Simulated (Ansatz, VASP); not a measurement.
# Two plane-wave programs on Ag

```xyz
1
Lattice="0.0000 2.0683 2.0683 2.0683 0.0000 2.0683 2.0683 2.0683 0.0000" Properties=species:S:1:pos:R:3 pbc="T T T"
Ag    0.0000    0.0000    0.0000
```

Alike in both runs: task single point; functional revPBE; k mesh 21 × 21 × 21; occupations fermi-dirac, width 0.1 eV; no spin polarisation.

|  | VASP | Ansatz |
| --- | --- | --- |
| version | VASP 6.6.1 | Ansatz 0.2.0 |
| potentials or method | VASP PAW PBE potentials, release 64 (Ag), cutoff 520 eV | plane waves (420 eV) with PAW, scalar-relativistic |
| valence electrons in the cell | 11 | 19 |

Ansatz gave:

- pressure (GPa): 3.6

Which values does VASP return?

Pressure (GPa): 3.5.

VASP's potentials were made for PBE, not for revPBE. VASP's potentials hold 11 valence electrons a cell and Ansatz's 19, so a difference there can come from the potentials and not from the codes.
